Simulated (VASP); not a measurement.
C:

```
CELL_PARAMETERS angstrom
0.00000 1.78344 1.78344
1.78344 0.00000 1.78344
1.78344 1.78344 0.00000
ATOMIC_POSITIONS crystal
C 0.50000 0.50000 0.50000
C 0.75000 0.75000 0.75000
```

Base run:

| Item | Value |
| --- | --- |
| Program | VASP 6.6.1 |
| Functional | r2SCAN |
| Potentials or basis | VASP PAW PBE potentials, release 64 (C) |
| Cutoff | 520 eV |
| k mesh | 12 × 12 × 12 |
| Occupations | gaussian, width 0.05 eV |
| Spin | no spin polarisation |

Its results: band gap on the k mesh 4.34 eV, indirect (least direct gap 5.84 eV); pressure -1.4 GPa.

Q: The run is repeated on the same cell with these changes: cutoff from 520 eV to 660 eV; k mesh from 12 × 12 × 12 to 6 × 6 × 6. What comes out?

A: Band gap on the k mesh 4.34 eV, indirect (least direct gap 5.83 eV); pressure -2.3 GPa.

Caveats: some runs use coarse meshes; the PAW data sets were made with another functional, which shifts forces and pressure a little.

A k mesh can miss the band edges.
